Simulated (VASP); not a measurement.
Input of a VASP 6.6.1 run:

Contents of INCAR:

```
SYSTEM = PtS2
PREC = Accurate
ENCUT = 520
EDIFF = 1E-6
ISMEAR = 0
SIGMA = 0.05
LREAL = .FALSE.
LASPH = .TRUE.
NELM = 60
ALGO = Normal
ISIF = 2
LWAVE = .FALSE.
LCHARG = .TRUE.
LDIPOL = .TRUE.
IDIPOL = 3
DIPOL = 0.5 0.5 0.387
GGA = PE
IVDW = 12
LELF = .TRUE.
LVHAR = .TRUE.
LVACPOTAV = .TRUE.
NBANDS = 31
```

The input KPOINTS:

```
Automatic mesh
0
G
  9 9 1
  0 0 0
```

File POSCAR:

```
PtS2
1.0
    3.5415278079      0.0000000000      0.0000000000
   -1.7707639039      3.0670530498      0.0000000000
    0.0000000000      0.0000000000     22.4670615492
S Pt
4 2
Direct
    0.6666666667      0.3333333333      0.2002932155
    0.3333333333      0.6666666667      0.3108341854
    0.6666666667      1.3333333333      0.4639472212
    0.3333333333      1.6666666667      0.5744881911
    0.0000000000      0.0000000000      0.2555637004
    0.0000000000      1.0000000000      0.5192177062
```

Potentials or basis: VASP PAW PBE potentials, release 64 (S, Pt).

Run with:

```sh
$ cat potpaw_PBE.64/S/POTCAR potpaw_PBE.64/Pt/POTCAR > POTCAR
$ mpirun -np 1 vasp_std > vasp.out
```

Question: What does it give for the largest force?

Answer: 0.088 eV/Å.

Question: Estimate the dispersion energy per atom.

Answer: -0.315 eV.

Forces in eV/Å, atoms in the order of the input:
```
S    0.000  0.000  0.037
S    0.000  0.000  0.016
S    0.000  0.000 -0.016
S    0.000  0.000 -0.037
Pt   0.000  0.000  0.088
Pt   0.000  0.000 -0.088
```
